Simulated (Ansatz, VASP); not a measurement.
**SrO: VASP beside Ansatz**

```
CELL_PARAMETERS angstrom
0.00000 2.58066 2.58066
2.58066 0.00000 2.58066
2.58066 2.58066 0.00000
ATOMIC_POSITIONS crystal
Sr 0.00000 0.00000 0.00000
O 0.50000 0.50000 0.50000
```

Alike in both runs: task single point; functional LDA; k mesh 6 × 6 × 6; occupations gaussian, width 0.1 eV; no spin polarisation.

```csv
,VASP,Ansatz
version,VASP 6.6.1,Ansatz 0.2.0
potentials or method,"VASP PAW LDA potentials, release 64 (Sr_sv, O), cutoff 520 eV","scalar-relativistic, plane waves, PAW"
valence electrons in the cell,16,16
```

Ansatz gave:

| Quantity | Value |
| --- | --- |
| gap on the k mesh at the Fermi level (eV) | 3.17 |
| least direct gap on the mesh (eV) | 3.25 |
| pressure (GPa) | -5.2 |

**Question.** Estimate VASP's values.

**Answer.** gap on the k mesh at the Fermi level (eV): 3.11; least direct gap on the mesh (eV): 3.20; pressure (GPa): -4.6.

Ansatz warns that its potentials were made for another functional, while VASP's fit it. LDA's correlation is that of Perdew and Zunger in VASP and of Perdew and Wang (1992) in Ansatz.
